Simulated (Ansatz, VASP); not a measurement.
# Two plane-wave programs on SrAg3

INCAR

```
PREC = Accurate
ENCUT = 520
EDIFF = 1E-6
ISMEAR = 0
SIGMA = 0.05
LREAL = False
LASPH = True
NELM = 60
ALGO = Normal
ISIF = 2
LWAVE = False
LCHARG = True
GGA = PE
LELF = True
LVHAR = True
NBANDS = 30
```

File KPOINTS:

```
regular mesh
0
Gamma
  8 8 8
```

Contents of POSCAR:

```
SrAg3
1.0
    4.5326287377      0.0000000000      0.0000000000
    0.0000000000      4.5326287377      0.0000000000
    0.0000000000      0.0000000000      4.5326287377
Sr Ag
1 3
Direct
    0.0000000000      0.0000000000      0.0000000000
    0.0000000000      0.5000000000      0.5000000000
    0.5000000000      0.5000000000      0.0000000000
    0.5000000000      0.0000000000      0.5000000000
```

Input for Ansatz:

```yaml
crystal:
  lattice:
    - [4.5326287377, 0.0, 0.0]
    - [0.0, 4.5326287377, 0.0]
    - [0.0, 0.0, 4.5326287377]
  atoms:
    - { symbol: Sr, position: [0.0, 0.0, 0.0] }
    - { symbol: Ag, position: [0.0, 0.5, 0.5] }
    - { symbol: Ag, position: [0.5, 0.5, 0.0] }
    - { symbol: Ag, position: [0.5, 0.0, 0.5] }
basis:
  ecutwfc: 420
  ecutrho_ratio: 4
kpoints:
  mp_grid: { grid: [8, 8, 8] }
hamiltonian:
  xc: pbe
scf:
  occupations: { method: gaussian, width: 0.05 }
output:
  forces: true
  stress: true
  eigenvalues: true
```

Alike in both runs: task single point; functional PBE; k mesh 8 × 8 × 8; occupations gaussian, width 0.05 eV; no spin polarisation.

|  | VASP | Ansatz |
| --- | --- | --- |
| version | VASP 6.6.1 | Ansatz 0.2.0 |
| potentials or method | VASP PAW PBE potentials, release 64 (Sr_sv, Ag), cutoff 520 eV | scalar-relativistic, plane waves, PAW |
| valence electrons in the cell | 43 | 67 |

VASP gave:

| Property | Result |
| --- | --- |
| gap on the k mesh at the Fermi level (eV) | none |
| pressure (GPa) | 1.2 |

**Question.** Which values does Ansatz return?

**Answer.** gap on the k mesh at the Fermi level (eV): none; pressure (GPa): 1.1.

A gap of «none» marks a metal or a gap that the smearing closes. VASP's potentials hold 43 valence electrons a cell and Ansatz's 67, so a difference there can come from the potentials and not from the codes.
